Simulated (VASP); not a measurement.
SiC: single point with HSE06

The system is SiC.

```xyz
4
Lattice="3.1373 0.0000 0.0000 -1.5687 2.7170 0.0000 0.0000 0.0000 4.9327" Properties=species:S:1:pos:R:3 pbc="T T T"
Si    0.0000    1.8113    1.2332
Si    1.5687    0.9057    3.6995
C     1.5687    0.9057    1.2332
C     0.0000    1.8113    3.6995
```

```json
{
  "Program": "VASP 6.6.1",
  "Task": "single point",
  "Functional": "HSE06",
  "Potentials or basis": "VASP PAW PBE potentials, release 64 (Si, C)",
  "Cutoff": "520 eV",
  "k mesh": "5 × 5 × 5",
  "Occupations": "fermi-dirac, width 0.02 eV",
  "Spin": "no spin polarisation"
}
```

```yaml
Pressure: -1.6 GPa
Band_gap_on_the_k_mesh: 0.76 eV (least direct gap 2.42 eV)
```

Stress tensor (GPa, compression positive):
```
-1.72  0.00  0.00
 0.00 -1.72  0.00
 0.00  0.00 -1.39
```

Levels at points of the mesh, in eV from the valence-band top:
```csv
k point,band 5,band 6,band 7,band 8,band 9,band 10,band 11,band 12
"(0.00, 0.00, 0.00)",-4.96,-3.57,-3.57,0.00,2.42,4.57,4.78,4.78
```

Run time: 11 min on 1 thread of Intel(R) Xeon(R) Platinum 8488C (Sapphire Rapids) (shared host), peak memory 0.26 GiB.

Caveat: the k points lie up to 0.46 Å⁻¹ apart; the PAW data sets were made with another functional, which shifts forces and pressure a little; an odd mesh through Γ misses points on the zone boundary, where band edges can lie.
